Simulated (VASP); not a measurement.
Al2O3:

```
CELL_PARAMETERS angstrom
4.79305 0.00000 0.00000
-2.39653 4.15090 0.00000
0.00000 0.00000 8.96665
ATOMIC_POSITIONS crystal
Al 0.33333 0.66667 0.96282
Al 0.33333 0.66667 0.25000
Al 0.00000 0.00000 0.00000
Al 0.00000 0.00000 0.50000
Al 0.33333 0.66667 0.53718
Al 0.66667 0.33333 0.03718
Al 0.66667 0.33333 0.75000
Al 0.66667 0.33333 0.46282
O 0.03182 0.67665 0.11196
O 0.96818 0.64482 0.61196
O 0.03182 0.35518 0.38804
O 0.96818 0.32335 0.88804
O 0.32335 0.35518 0.11196
O 0.35518 0.32335 0.61196
O 0.32335 0.96818 0.38804
O 0.35518 0.03182 0.88804
O 0.64482 0.67665 0.38804
O 0.67665 0.64482 0.88804
O 0.64482 0.96818 0.11196
O 0.67665 0.03182 0.61196
```

Program: VASP 6.6.1. Alike in all runs: task electric field gradients; potentials or basis VASP PAW PBE potentials, release 64 (Al, O); no spin polarisation; cell as given; cutoff (eV) 520; smearing fermi-dirac 0.02 eV.

**Question.** Order these runs on this cell by their band gap on the k mesh, lowest first.
A. level PBE; k mesh 6 × 6 × 3
B. level PBE; k mesh 6 × 6 × 3, shifted
C. level r2SCAN; k mesh 6 × 6 × 3

**Answer.** A (5.90 eV), B (6.20 eV), C (6.79 eV).

A k mesh can miss the band edges.
